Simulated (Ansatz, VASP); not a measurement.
P in VASP and in Ansatz

```
P
1.0
     4.28710    0.00000    0.00000
     0.00000    4.28710    0.00000
     0.00000    0.00000    4.39254
P
1
Direct
  0.00000 0.00000 0.00000
```

Change from the starting cell: volume scaled by 1.01, PAW files.

Alike in both runs: task electric field gradients; functional PBEsol; k mesh 10 × 10 × 9; occupations fermi-dirac, width 0.08 eV; no spin polarisation.

|  | VASP | Ansatz |
| --- | --- | --- |
| version | VASP 6.6.1 | Ansatz 0.2.0 |
| potentials or method | VASP PAW PBE potentials, release 64 (P) | PAW with Ansatz's default frozen-core files, scalar-relativistic |
| plane-wave cutoff (eV) | 400 | 420 |
| valence electrons in the cell | 5 | 5 |

Ansatz gave:

- pressure (GPa): -3.7
- traceless stress, the component that is largest in VASP (GPa): 0.31
- size of Vzz on the site where it differs most (V/Å²): 0.7

**Question.** What did VASP give for the same quantities?

**Answer.** Pressure (GPa): -3.7; traceless stress, the component that is largest in VASP (GPa): 0.31; size of Vzz on the site where it differs most (V/Å²): 0.8.

VASP's potentials were made for PBE, not for PBEsol.
